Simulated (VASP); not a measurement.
**Ca: single point with PBE**

Ca, a slab with vacuum:

```
Ca
1.0
     3.90706    0.00000    0.00000
     0.00000    5.52541    0.00000
     0.00000    0.00000   23.90710
Ca
3
Direct
  0.00000 0.00000 0.42248
  0.50000 0.50000 0.50000
  0.00000 0.00000 0.57752
```

```
Program             : VASP 6.6.1
Task                : single point
Functional          : PBE
Potentials or basis : VASP PAW PBE potentials, release 64 (Ca_sv)
Cutoff              : 520 eV
k mesh              : 11 × 8 × 1
Occupations         : fermi-dirac, width 0.05 eV
Spin                : no spin polarisation
```

The band gap on the k mesh is zero (bands 15 and 16 overlap by 0.34 eV).

Forces in eV/Å, atoms in the order of the input:
```
Ca   0.000  0.000 -0.002
Ca   0.000  0.000  0.000
Ca   0.000  0.000  0.002
```

Levels at points of the mesh, in eV from the Fermi level:
```tsv
k point	band 13	band 14	band 15	band 16	band 17	band 18
(0.00, 0.00, 0.00)	-3.49	-1.84	-0.23	-0.07	0.71	0.95
(0.00, 0.50, 0.00)	-2.35	-2.06	-1.21	-0.12	0.42	0.71
```

It took 6.2 min on 1 thread of AMD EPYC 9R14 (Zen 4), with other jobs on the host, peak memory 0.64 GiB.
